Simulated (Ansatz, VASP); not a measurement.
**ZnCu: VASP beside Ansatz**

```xyz
2
Lattice="2.9450 0.0000 0.0000 0.0000 2.9450 0.0000 0.0000 0.0000 2.9450" Properties=species:S:1:pos:R:3 pbc="T T T"
Zn    1.4725    1.4725    1.4725
Cu    0.0000    0.0000    0.0000
```

Alike in both runs: task single point; functional PBE; k mesh 9 × 9 × 9; no spin polarisation.

```csv
,VASP,Ansatz
version,VASP 6.6.1,Ansatz 0.2.0
potentials or method,"VASP PAW PBE potentials, release 64 (Zn, Cu)","plane waves, PAW"
plane-wave cutoff (eV),600,420
occupations,"methfessel-paxton of order 1, width 0.2 eV","cold, width 0.2 eV"
valence electrons in the cell,23,31
```

VASP gave:

- pressure (GPa): 3.1

**Question.** Which values does Ansatz return?

**Answer.** Pressure (GPa): 2.6.

VASP's potentials hold 23 valence electrons a cell and Ansatz's 31, so a difference there can come from the potentials and not from the codes.
